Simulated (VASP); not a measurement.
LiCl:

```xyz
2
Lattice="0.0000 2.5746 2.5746 2.5746 0.0000 2.5746 2.5746 2.5746 0.0000" Properties=species:S:1:pos:R:3 pbc="T T T"
Li    0.0000    0.0000    0.0000
Cl    2.5746    2.5746    2.5746
```

| Property | Result |
| --- | --- |
| Program | VASP 6.6.1 |
| Task | relaxation of cell and atoms |
| Functional | r2SCAN |
| Potentials or basis | VASP PAW PBE potentials, release 64 (Li_sv, Cl) |
| Cutoff | 600 eV |
| k mesh | 8 × 8 × 8 |
| Occupations | fermi-dirac, width 0.02 eV |
| Spin | no spin polarisation |

At the start: pressure -1.2 GPa; volume 17.07 Å³/atom.

Problem. How do energy, volume and symmetry change on relaxing?

Solution. Over 5 steps the energy falls by 2.7 meV/atom and the volume is 16.46 Å³/atom (-3.6 %); space group Fm-3m (No. 225, to 0.1 Å) before and after.

Step by step:
```tsv
step	energy change (eV)	largest force (eV/Å)	pressure (GPa)	volume (Å³)
1	0.0000	0.0000	-1.17	34.13
2	-0.0039	0.0000	-0.66	33.52
3	-0.0050	0.0000	-0.36	33.23
4	-0.0054	0.0000	0.29	32.66
5	-0.0055	0.0000	0.00	32.91
```

Final structure:
```
Li Cl
1.0
     0.00000    2.54359    2.54359
     2.54359    0.00000    2.54359
     2.54359    2.54359    0.00000
Li Cl
1 1
Direct
  0.00000 0.00000 0.00000
  0.50000 0.50000 0.50000
```

Caveat: the cutoff is under 1.25 times the usual one of these potentials, so pressure, stress and relaxed cells hold a basis-set (Pulay) error; the PAW data sets were made with another functional, which shifts forces and pressure a little.
